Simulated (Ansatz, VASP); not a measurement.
PtSe2: VASP beside Ansatz

INCAR

```
SYSTEM = PtSe2
ALGO = Normal
EDIFF = 1E-6
EDIFFG = -0.005
ENCUT = 600
GGA = PE
IBRION = 2
ISIF = 3
ISMEAR = -1
LASPH = .TRUE.
LCHARG = .FALSE.
LREAL = .FALSE.
LWAVE = .FALSE.
NELM = 60
NSW = 100
PREC = Accurate
SIGMA = 0.05
```

Contents of KPOINTS:

```
k-points
0
G
  12 12 7
  0 0 0
```

The input POSCAR:

```
PtSe2
1.0
    3.5633102501      0.0000000000      0.0000000000
   -1.7816551250      3.0859171981      0.0000000000
    0.0000000000      0.0000000000      5.7012964001
Pt Se
1 2
Direct
    0.0000000000      0.0000000000      0.0000000000
    0.3333333333      0.6666666667      0.2500000000
    0.6666666667      0.3333333333      0.7500000000
```

Input for Ansatz:

```yaml
crystal:
  lattice:
    - [3.5633102501, 0.0, 0.0]
    - [-1.781655125, 3.0859171981, 0.0]
    - [0.0, 0.0, 5.7012964001]
  atoms:
    - { symbol: Pt, position: [0.0, 0.0, 0.0] }
    - { symbol: Se, position: [0.3333333333, 0.6666666667, 0.25] }
    - { symbol: Se, position: [0.6666666667, 0.3333333333, 0.75] }
kpoints:
  mp_grid: { grid: [12, 12, 7] }
scf:
  occupations: { method: fermi_dirac, width: 0.05 }
hamiltonian:
  xc: pbe
  pseudopotentials: { kind: paw }
output:
  forces: true
  stress: true
relax:
  f_tol: 0.005
  max_steps: 80
  cell: {}
```

Alike in both runs: task relaxation of cell and atoms; functional PBE; k mesh 12 × 12 × 7; occupations fermi-dirac, width 0.05 eV; no spin polarisation.

|  | VASP | Ansatz |
| --- | --- | --- |
| version | VASP 6.6.1 | Ansatz 0.2.0 |
| potentials or method | VASP PAW PBE potentials, release 64 (Pt, Se) | PAW with Ansatz's default frozen-core files, scalar-relativistic |
| plane-wave cutoff (eV) | 600 | 420 |
| valence electrons in the cell | 22 | 50 |

VASP gave:

| Property | Result |
| --- | --- |
| relaxed volume (Å³/atom) | 25.82 |
| relaxed cell length with the largest relative difference (Å) | 6.353 |

**Question.** Estimate Ansatz's values.

**Answer.** Relaxed volume (Å³/atom): 26.41; relaxed cell length with the largest relative difference (Å): 6.501.

VASP's potentials hold 22 valence electrons a cell and Ansatz's 50, so a difference there can come from the potentials and not from the codes.

Spin-orbit coupling is off throughout. Noted on VASP's run: the volume moved by over 15 % at a fixed basis, so the end points are rough.
